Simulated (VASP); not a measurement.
Wanted: the native input for a VASP 6.6.1 run.

```
Task                   : single point
Functional             : PBE
Potentials or basis    : VASP PAW PBE potentials, release 64 (Sr_sv, O)
Cutoff                 : 520 eV
k mesh                 : 12 × 12 × 6
Occupations            : fermi-dirac, width 0.02 eV
Spin                   : no spin polarisation
Dipole correction      : no
Further INCAR settings : ALGO = Normal; EDIFF = 1e-07; NBANDS = 24
```

The structure of SrO lies in POSCAR:

```
SrO
1.0
    4.2700192582      0.0000000000      0.0000000000
   -2.1350096291      3.6979451522      0.0000000000
    0.0000000000      0.0000000000      4.9525830079
Sr O
2 2
Direct
    0.3333333333      0.6666666667      0.9375000000
    0.6666666667      0.3333333333      0.4375000000
    0.3333333333      0.6666666667      0.4375000000
    0.6666666667      0.3333333333      0.9375000000
```

This cell differs from its parent crystal: uniaxial z strain -3.7%.

The input as run:

INCAR

```
SYSTEM = SrO
PREC = Accurate
ENCUT = 520
EDIFF = 1E-7
ISMEAR = -1
SIGMA = 0.02
LREAL = .FALSE.
LASPH = .TRUE.
NELM = 100
ALGO = Normal
ISIF = 2
LWAVE = .FALSE.
LCHARG = .FALSE.
GGA = PE
NBANDS = 24
```

KPOINTS

```
regular mesh
0
G
  12 12 6
  0 0 0
```

Potentials or basis: VASP PAW PBE potentials, release 64 (Sr_sv, O).

Command:

```console
$ cat potpaw_PBE.64/Sr_sv/POTCAR potpaw_PBE.64/O/POTCAR > POTCAR
$ mpirun -np 1 vasp_std > vasp.out
```

Results of the run:

```yaml
Pressure: 5.4 GPa
Band_gap_on_the_k_mesh: 2.59 eV, direct
```

Caveat: the cell differs from its parent crystal (uniaxial z strain -3.7%).

Run time: 53 s on 1 thread of Intel(R) Xeon(R) 6975P-C (Granite Rapids) (shared host), peak memory 0.27 GiB.
